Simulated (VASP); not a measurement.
# Cr (Im-3m) in VASP: a series of runs

Cr is run at these levels: PBE; tasks: single point.

Everything below comes from runs of VASP 6.6.1. Logs are shortened: lines on timing, memory, paths and dates and some standing lists are left out, and cuts for length are marked.

### Step 1. The cell of the first run

It takes space group Im-3m (No. 229, cubic). Conventional cell: a = 2.698 Å, b = 2.698 Å, c = 2.698 Å, α = 90.00°, β = 90.00°, γ = 90.00°. Cr (site symmetry m-3m) has 14 Cr at 2.34 to 2.70 Å within 3.1 Å.

### Step 2. Single point, PBE (volume scaled by 0.85)

INCAR

```
SYSTEM = Cr
PREC = Accurate
ENCUT = 520
EDIFF = 1E-6
ISMEAR = -1
SIGMA = 0.08
LREAL = .False.
LASPH = .True.
NELM = 100
ALGO = Normal
ISIF = 2
LWAVE = .False.
LCHARG = .False.
GGA = PE
NBANDS = 12
```

KPOINTS

```
Automatic mesh
0
Gamma
  21 21 21
  0 0 0
```

POSCAR

```
Cr
1.0
   -1.3491414698      1.3491414698      1.3491414698
    1.3491414698     -1.3491414698      1.3491414698
    1.3491414698      1.3491414698     -1.3491414698
Cr
1
Direct
    0.0000000000      0.0000000000      0.0000000000
```

Potentials or basis: VASP PAW PBE potentials, release 64 (Cr_pv).

Launch:

```
$ cat potpaw_PBE.64/Cr_pv/POTCAR > POTCAR
$ mpirun -np 1 vasp_std > vasp.out
```

OUTCAR:

```text
SYSTEM = Cr
   PREC = Accurate
   ENCUT = 520
   EDIFF = 1E-6
   ISMEAR = -1
   LREAL = .False.
   LASPH = .True.
   NELM = 100
   ISIF = 2
   GGA = PE

 ion  position               nearest neighbor table
   1  0.000  0.000  0.000-

  LATTYP: Found a body centered cubic cell.
 ALAT       =     2.6982829396

  Lattice vectors:

 A1 = (  -1.3491414698,   1.3491414698,   1.3491414698)
 A2 = (   1.3491414698,  -1.3491414698,   1.3491414698)
 A3 = (   1.3491414698,   1.3491414698,  -1.3491414698)

Analysis of symmetry for initial positions (statically):
=====================================================================
 Subroutine PRICEL returns:
 Original cell was already a primitive cell.

 Routine SETGRP: Setting up the symmetry group for a
 body centered cubic supercell.

 Subroutine GETGRP returns: Found 48 space group operations
 (whereof 48 operations were pure point group operations)
 out of a pool of 48 trial point group operations.

The static configuration has the point symmetry O_h .

Analysis of symmetry for dynamics (positions and initial velocities):
=====================================================================
 Subroutine PRICEL returns:
 Original cell was already a primitive cell.

 Routine SETGRP: Setting up the symmetry group for a
 body centered cubic supercell.

 Subroutine GETGRP returns: Found 48 space group operations
 (whereof 48 operations were pure point group operations)
 out of a pool of 48 trial point group operations.

The dynamic configuration has the point symmetry O_h .

 Subroutine INISYM returns: Found 48 space group operations
 (whereof 48 operations are pure point group operations),
 and found     1 'primitive' translations

----------------------------------------------------------------------------------------

                                     Primitive cell

  volume of cell :       9.8227

  direct lattice vectors                    reciprocal lattice vectors
    -1.349141470  1.349141470  1.349141470     0.000000000  0.370606057  0.370606057
     1.349141470 -1.349141470  1.349141470     0.370606057  0.000000000  0.370606057
     1.349141470  1.349141470 -1.349141470     0.370606057  0.370606057  0.000000000

  length of vectors
     2.336781572  2.336781572  2.336781572     0.524116112  0.524116112  0.524116112

  position of ions in fractional coordinates (direct lattice)
     0.000000000  0.000000000  0.000000000

  ion indices of the primitive-cell ions
   primitive index   ion index
                 1           1

----------------------------------------------------------------------------------------

 KPOINTS: Automatic mesh

Automatic generation of k-mesh.
 Grid dimensions read from file:
 generate k-points for:   21   21   21

 Generating k-lattice:

  Cartesian coordinates                     Fractional coordinates (reciprocal lattice)
     0.000000000  0.017647907  0.017647907     0.047619048  0.000000000  0.000000000
     0.017647907  0.000000000  0.017647907     0.000000000  0.047619048  0.000000000
     0.017647907  0.017647907  0.000000000     0.000000000  0.000000000  0.047619048

  Length of vectors
     0.024957910  0.024957910  0.024957910

  Shift w.r.t. Gamma in fractional coordinates (k-lattice)
     0.000000000  0.000000000  0.000000000

 Subroutine IBZKPT returns following result:
 ===========================================

 Found    286 irreducible k-points:

 Following reciprocal coordinates:
            Coordinates               Weight
  0.000000  0.000000  0.000000      1.000000
  0.047619  0.000000  0.000000     12.000000
  0.095238  0.000000  0.000000     12.000000
  0.142857  0.000000  0.000000     12.000000
  0.190476  0.000000  0.000000     12.000000
  0.238095  0.000000  0.000000     12.000000
[... 16 lines left out ...]
  0.142857  0.095238  0.000000     48.000000
  0.190476  0.095238  0.000000     48.000000
 [... further k-points ...]
   k-points           NKPTS =    286   k-points in BZ     NKDIM =    286   number of bands    NBANDS=     12
   number of dos      NEDOS =    301   number of ions     NIONS =      1
   total plane-waves  NPLWV =   5832
   dimension x,y,z NGX =    18 NGY =   18 NGZ =   18
   dimension x,y,z NGXF=    36 NGYF=   36 NGZF=   36
   ions per type =               1
   NGX,Y,Z   is equivalent  to a cutoff of  12.81, 12.81, 12.81 a.u.
   NGXF,Y,Z  is equivalent  to a cutoff of  25.61, 25.61, 25.61 a.u.
 SYSTEM =  Cr
   PREC   = accura    normal or accurate (medium, high low for compatibility)
   ISTART =      0    job   : 0-new  1-cont  2-samecut
   ICHARG =      2    charge: 1-file 2-atom 10-const
   ISPIN  =      1    spin polarized calculation?
   LNONCOLLINEAR =      F non collinear calculations
   LSORBIT =      F    spin-orbit coupling
   LASPH  =      T    aspherical Exc in radial PAW
   ENCUT  =  520.0 eV  38.22 Ry    6.18 a.u.   4.34  4.34  4.34*2*pi/ulx,y,z
   NELM   =    100;   NELMIN=  2; NELMDL= -5     # of ELM steps
   EDIFF  = 0.1E-05   stopping-criterion for ELM
   LREAL  =      F    real-space projection
   EDIFFG = 0.1E-04   stopping-criterion for IOM
   NSW    =      0    number of steps for IOM
   IBRION =     -1    ionic relax: 0-MD 1-quasi-New 2-CG
   NFREE  =      0    steps in history (QN), initial steepest desc. (CG)
   ISIF   =      2    stress and relaxation
   ISYM   =      2    0-nonsym 1-usesym 2-fastsym
   POTIM  = 0.5000    time-step for ionic-motion
   TEBEG  =    0.0;   TEEND  =   0.0 temperature during run
   PSTRESS=    0.0 pullay stress
   NELECT =      12.0000    total number of electrons
   NUPDOWN=      -1.0000    fix difference up-down
   EMIN   =  10.00;   EMAX   =-10.00  energy-range for DOS
   EFERMI =   0.00;   METHOD = LEGACY
   ISMEAR =    -1;   SIGMA  =   0.08  broadening in eV -4-tet -1-fermi 0-gaus
   EFERMI_NEDOS =   21; number of points for ismear=-14 and -15
   IALGO  =     38    algorithm
   IMIX   =      4    mixing-type and parameters
     AMIX     =   0.40;   BMIX     =  1.00
     AMIX_MAG =   1.60;   BMIX_MAG =  1.00
  volume/ion in A,a.u.               =       9.82        66.29
  Fermi-wavevector in a.u.,A,eV,Ry     =   1.750079  3.307171 41.671624  3.062778
  Thomas-Fermi vector in A             =   2.820868
   LORBIT       =      0    0 simple, 1 ext, 2 COOP (PROOUT), +10 PAW based schemes
   GGA     = PE    functional components
   LHFCALC =     F    Hartree Fock is set to
   AEXX    =    0.0000 exact exchange contribution
   IVDW    =     0    specifies the selected vdW correction
   LEPSILON=     F    determine dielectric tensor
   LRPA    =     F    only Hartree local field effects (RPA)
 non-spin polarized calculation
  energy-cutoff  :      520.00
  volume of cell :        9.82
 maximum number of plane-waves:       276
 NGX is ok and might be reduce to    18
   NGX =  9   NGY =  9   NGZ =  9

 number of electron      11.9999992 magnetization

 Free energy of the ion-electron system (eV)
  ---------------------------------------------------
  ext. energy  EPLUGINS =         0.00000000
  ---------------------------------------------------
  free energy    TOTEN  =        -9.25134535 eV

  energy without entropy =       -9.23719815  energy(sigma->0) =       -9.24427175

 E-fermi :  13.5116     XC(G=0): -14.6410

 val. band max:       13.5071171793   @ k =   0.3810   0.0000   0.0000
 cond. band min:      13.5120460936   @ k =  -0.2857   0.3333   0.1429
 fundamental gap:      0.0049289143
 Fermi energy:        13.5116268451

 k-point     1 :       0.0000    0.0000    0.0000
  band No.  band energies     occupation
      1     -29.0003      2.00000
      2     -29.0003      2.00000
      3     -29.0003      2.00000
      4       5.0813      2.00000
      5      12.3186      2.00000
      6      12.3186      2.00000
      7      12.3186      2.00000
      8      14.8464      0.00000
      9      14.8464      0.00000
     10      20.7016      0.00000
     11      37.0146      0.00000
     12      37.0146      0.00000

 k-point     2 :       0.0476    0.0000    0.0000
  band No.  band energies     occupation
      1     -29.0361      2.00000
      2     -29.0108      2.00000
      3     -29.0006      2.00000
      4       5.1977      2.00000
      5      12.2687      2.00000
      6      12.3108      2.00000
      7      12.4033      2.00000
      8      14.7870      0.00000
      9      14.8496      0.00000
     10      20.7015      0.00000
     11      36.8593      0.00000
     12      37.0128      0.00000

 k-point     3 :       0.0952    0.0000    0.0000
  band No.  band energies     occupation
      1     -29.1399      2.00000
      2     -29.0413      2.00000
      3     -29.0017      2.00000
      4       5.5375      2.00000
      5      12.1256      2.00000
      6      12.2770      2.00000
      7      12.6533      1.99996
      8      14.6394      0.00000
      9      14.8606      0.00000
     10      20.7015      0.00000
     11      36.3801      0.00000
     12      36.9489      0.00000

 k-point     4 :       0.1429    0.0000    0.0000
  band No.  band energies     occupation
      1     -29.3005      2.00000
      2     -29.0889      2.00000
      3     -29.0033      2.00000
      4       6.0703      2.00000
      5      11.9074      2.00000
      6      12.1949      2.00000
      7      13.0562      1.99328
      8      14.4825      0.00001
      9      14.8829      0.00000
     10      20.7014      0.00000
     11      35.5489      0.00000
     12      36.6748      0.00000

 k-point     5 :       0.1905    0.0000    0.0000
  band No.  band energies     occupation
      1     -29.5018      2.00000
      2     -29.1491      2.00000
      3     -29.0054      2.00000
      4       6.7363      2.00000
      5      11.6397      2.00000
      6      12.0694      2.00000
      7      13.5910      0.54114
      8      14.3994      0.00003
      9      14.9205      0.00000
     10      20.7014      0.00000
     11      34.3583      0.00000
     12      36.0787      0.00000

 k-point     6 :       0.2381    0.0000    0.0000
  band No.  band energies     occupation
      1     -29.7243      2.00000
      2     -29.2164      2.00000
      3     -29.0077      2.00000
      4       7.4281      2.00000
      5      11.3507      2.00000
      6      11.9923      2.00000
      7      14.2265      0.00026
      8      14.4224      0.00002
      9      14.9754      0.00000
     10      20.7012      0.00000
     11      32.8619      0.00000
     12      35.2201      0.00000

 k-point     7 :       0.2857    0.0000    0.0000
  band No.  band energies     occupation
      1     -29.9475      2.00000
      2     -29.2846      2.00000
      3     -29.0102      2.00000
      4       7.9780      2.00000
      5      11.0672      2.00000
      6      12.1486      2.00000
      7      14.5284      0.00001
      8      14.9205      0.00000
      9      15.0463      0.00000
     10      20.7009      0.00000
     11      31.1713      0.00000
     12      34.2640      0.00000

 k-point     8 :       0.3333    0.0000    0.0000
  band No.  band energies     occupation
      1     -30.1521      2.00000
      2     -29.3478      2.00000
      3     -29.0125      2.00000
      4       8.2462      2.00000
      5      10.8127      2.00000
      6      12.6826      1.99994
      7      14.6753      0.00000
      8      15.1267      0.00000
      9      15.6172      0.00000
     10      20.7007      0.00000
     11      29.4258      0.00000
     12      33.3580      0.00000
[... 166 lines left out ...]
 k-point    20 :       0.4286    0.0476    0.0000
  band No.  band energies     occupation
      1     -30.4706      2.00000
      2     -29.4603      2.00000
      3     -29.0299      2.00000
      4       8.2490      2.00000
      5      10.4296      2.00000
      6      14.2686      0.00016
      7      14.8924      0.00000
      8      15.5596      0.00000
      9      17.1703      0.00000
     10      20.6987      0.00000
     11      25.9427      0.00000
     12      31.8394      0.00000

 k-point    21 :       0.4762    0.0476    0.0000
  band No.  band energies     occupation
      1     -30.5013      2.00000
      2     -29.4707      2.00000
      3     -29.0304      2.00000
      4       8.2184      2.00000
      5      10.3927      2.00000
      6      14.5066      0.00001
      7      14.8755      0.00000
      8      15.6645      0.00000
      9      17.3382      0.00000
     10      20.6982      0.00000
     11      25.5190      0.00000
     12      31.7022      0.00000

 k-point    22 :       0.0952    0.0952    0.0000
  band No.  band energies     occupation
      1     -29.3877      2.00000
      2     -29.0883      2.00000
      3     -29.0345      2.00000
      4       6.3778      2.00000
      5      11.8815      2.00000
      6      11.9868      2.00000
      7      13.3585      1.74303
      8      14.3493      0.00006
      9      14.9597      0.00000
     10      20.7014      0.00000
     11      35.2226      0.00000
     12      36.3745      0.00000

 k-point    23 :       0.1429    0.0952    0.0000
  band No.  band energies     occupation
      1     -29.5697      2.00000
      2     -29.1462      2.00000
      3     -29.0454      2.00000
      4       7.0268      2.00000
      5      11.6421      2.00000
      6      11.8069      2.00000
      7      13.9295      0.01072
      8      14.2482      0.00020
      9      15.0448      0.00000
     10      20.7013      0.00000
     11      34.2307      0.00000
     12      35.5649      0.00000

 k-point    24 :       0.1905    0.0952    0.0000
  band No.  band energies     occupation
      1     -29.7685      2.00000
      2     -29.2200      2.00000
      3     -29.0514      2.00000
      4       7.7127      2.00000
      5      11.3551      2.00000
      6      11.6875      2.00000
      7      14.2450      0.00021
      8      14.6113      0.00000
      9      15.1425      0.00000
     10      20.7012      0.00000
     11      32.8745      0.00000
     12      34.6298      0.00000

 [... further k-points ...]
[... 5 lines left out ...]
  --------------------------------------------------------------------------------------
  -------------------------------------------------------------------------------------
  Total        3.5739429      3.5739429      3.5739429      0.0000000      0.0000000      0.0000000
  in kB      582.9425030    582.9425030    582.9425030      0.0000000      0.0000000      0.0000000
  external PRESSURE =     582.9425030 kB  Pullay stress =       0.0000000 kB

 VOLUME and BASIS-vectors are now :
 -----------------------------------------------------------------------------
  energy-cutoff  :      520.00
  volume of cell :        9.82
      direct lattice vectors                 reciprocal lattice vectors
    -1.349141470  1.349141470  1.349141470     0.000000000  0.370606057  0.370606057
     1.349141470 -1.349141470  1.349141470     0.370606057  0.000000000  0.370606057
     1.349141470  1.349141470 -1.349141470     0.370606057  0.370606057  0.000000000

 POSITION                                       TOTAL-FORCE (eV/Angst)
 -----------------------------------------------------------------------------------
      0.00000      0.00000      0.00000         0.000000      0.000000      0.000000
 -----------------------------------------------------------------------------------
    total drift:                                0.000000      0.000000      0.000000

  FREE ENERGIE OF THE ION-ELECTRON SYSTEM (eV)
  ---------------------------------------------------
  free  energy   TOTEN  =        -9.2513453496 eV

  energy  without entropy=       -9.2371981542  energy(sigma->0) =       -9.24427175
```

Wall time 25 s (1 thread of Intel Xeon Platinum 8259CL at 2.50GHz (Skylake/Cascade Lake), shared host); peak memory 0.14 GiB.

What came out:

```
Free energy            : -9.2513 eV
Pressure               : 58.3 GPa
Band gap on the k mesh : zero (band 6 reaches 16.45 eV, above the bottom of band 7 at 12.32 eV)
```

Caveat: the run has no spin polarisation, though such a crystal can be magnetic.

### Step 3. Single point, PBE (volume scaled by 0.95)

INCAR is that of step 2.

KPOINTS is that of step 2.

POSCAR

```
Cr
1.0
   -1.4000999873      1.4000999873      1.4000999873
    1.4000999873     -1.4000999873      1.4000999873
    1.4000999873      1.4000999873     -1.4000999873
Cr
1
Direct
    0.0000000000      0.0000000000      0.0000000000
```

Potentials or basis: VASP PAW PBE potentials, release 64 (Cr_pv).

Launch:

```
$ cat potpaw_PBE.64/Cr_pv/POTCAR > POTCAR
$ mpirun -np 1 vasp_std > vasp.out
```

Run time: 26 s. Hardware: 1 thread of Intel Xeon Platinum 8259CL at 2.50GHz (Skylake/Cascade Lake), shared host; peak memory 0.14 GiB.

It converged, with:

```
Free energy            : -9.4992 eV
Pressure               : 14.2 GPa
Band gap on the k mesh : zero (band 6 reaches 14.27 eV, above the bottom of band 7 at 10.74 eV)
```

Levels at points of the mesh, in eV from the Fermi level:
```tsv
k point	band 4	band 5	band 6	band 7	band 8	band 9
(0.00, 0.00, 0.00)	-8.05	-1.00	-1.00	-1.00	1.20	1.20
```

Caveat: the run has no spin polarisation, though such a crystal can be magnetic. Spin polarisation is off, so any magnetic state and its effect on volume and gap are missing.
